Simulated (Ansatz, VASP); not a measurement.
# NiTe: VASP beside Ansatz

File INCAR:

```
SYSTEM = NiTe
PREC = Accurate
ENCUT = 520
EDIFF = 1E-7
ISMEAR = -1
SIGMA = 0.1
LREAL = .False.
LASPH = .True.
NELM = 150
ALGO = Normal
ISIF = 2
LWAVE = .False.
LCHARG = .False.
ISPIN = 2
MAGMOM = 1 -1 0 0
LORBIT = 11
LMAXMIX = 4
GGA = PE
NBANDS = 28
```

The input KPOINTS:

```
Automatic mesh
0
Gamma
  1 1 1
  0 0 0
```

Contents of POSCAR:

```
NiTe
1.0
   10.0000000000      0.0000000000      0.0000000000
    0.0000000000     10.0000000000      0.0000000000
    0.0000000000      0.0000000000     10.0000000000
Ni Te
2 2
Direct
    0.5000000000      0.5000000000      0.7017348800
    0.5000000000      0.5000000000      0.2982651200
    0.6596240200      0.5000000000      0.5000000000
    0.3403759800      0.5000000000      0.5000000000
```

Input for Ansatz:

```yaml
crystal:
  lattice:
    - [10.0, 0.0, 0.0]
    - [0.0, 10.0, 0.0]
    - [0.0, 0.0, 10.0]
  atoms:
    - { symbol: Ni, position: [0.5, 0.5, 0.70173488], spin: 1.0 }
    - { symbol: Ni, position: [0.5, 0.5, 0.29826512], spin: -1.0 }
    - { symbol: Te, position: [0.65962402, 0.5, 0.5] }
    - { symbol: Te, position: [0.34037598, 0.5, 0.5] }
hamiltonian:
  xc: pbe
  pseudopotentials: { kind: paw }
kpoints:
  mp_grid: { grid: [1, 1, 1], shift: [0, 0, 0] }
magnetization:
  spin_polarized: true
scf:
  occupations: { method: fermi_dirac }
```

Alike in both runs: task single point; functional PBE; k mesh 1 × 1 × 1; collinear spin.

```csv
,VASP,Ansatz
version,VASP 6.6.1,Ansatz development build ahead of 0.2.0
potentials or method,"VASP PAW PBE potentials, release 64 (Ni, Te)","PAW (an earlier, plane waves, scalar-relativistic"
plane-wave cutoff (eV),520,920
occupations,"fermi-dirac, width 0.1 eV",fermi-dirac
```

VASP gave:

* net moment per atom (μB): 0.00
* size of the moment on the site where the two differ most (μB): 0.38

Which values does Ansatz return?

net moment per atom (μB): 0.50; size of the moment on the site where the two differ most (μB): 0.70.

The net moments are unlike, so the other rows may belong to different states. Site moments also hang on the region over which each program counts them. Ansatz's warnings: seeded moment not kept.

Neither program's run includes spin-orbit coupling.
